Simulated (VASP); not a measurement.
Wanted: the native input for a VASP 6.6.1 run.

- Task: single point
- Functional: LDA
- Potentials or basis: VASP PAW LDA potentials, release 64 (W_sv, Se)
- Cutoff: 520 eV
- k mesh: 9 × 9 × 2
- Occupations: gaussian, width 0.05 eV
- Spin: no spin polarisation
- Dipole correction: no
- Further INCAR settings: ALGO = Normal; EDIFF = 1e-06; NBANDS = 35

The structure of WSe2 lies in POSCAR:

```
WSe2
1.0
    3.2486079436      0.0000000000      0.0000000000
   -1.6243039718      2.8133770061      0.0000000000
    0.0000000000      0.0000000000     23.6283233151
W Se
2 4
Direct
    0.5295493742      0.3333333333      0.1354666708
    0.4547883139      0.6666666667      0.8645333292
    0.2286731201      0.6666666667      0.2058884835
    0.7861150639      0.3333333333      0.9351101390
    0.2318582248      0.6666666667      0.0648898610
    0.7898145632      0.3333333333      0.7941115165
```

This cell differs from its parent crystal: atoms displaced along several vibrational modes.

These files were run (other wordings do the same):

INCAR

```
PREC = Accurate
ENCUT = 520
EDIFF = 1E-6
ISMEAR = 0
SIGMA = 0.05
LREAL = False
LASPH = True
NELM = 80
ALGO = Normal
ISIF = 2
LWAVE = False
LCHARG = False
NBANDS = 35
```

KPOINTS

```
Automatic mesh
0
Gamma
  9 9 2
```

Potentials or basis: VASP PAW LDA potentials, release 64 (W_sv, Se).

Launch:

```bash
$ cat potpaw_LDA.64/W_sv/POTCAR potpaw_LDA.64/Se/POTCAR > POTCAR
$ mpirun -np 1 vasp_std > vasp.out
```

It gave:

The largest force is 2.205 eV/Å and the band gap on the k mesh is 1.30 eV (least direct gap 1.69 eV).

Caveat: the cell differs from its parent crystal (atoms displaced along several vibrational modes); there is no dipole correction, which matters where the two faces differ; spin-orbit coupling is left out, which moves the levels of the heavy elements.

Wall time 7 min on 1 thread of Intel(R) Xeon(R) 6975P-C (Granite Rapids), with other jobs on the host, peak memory 0.61 GiB.
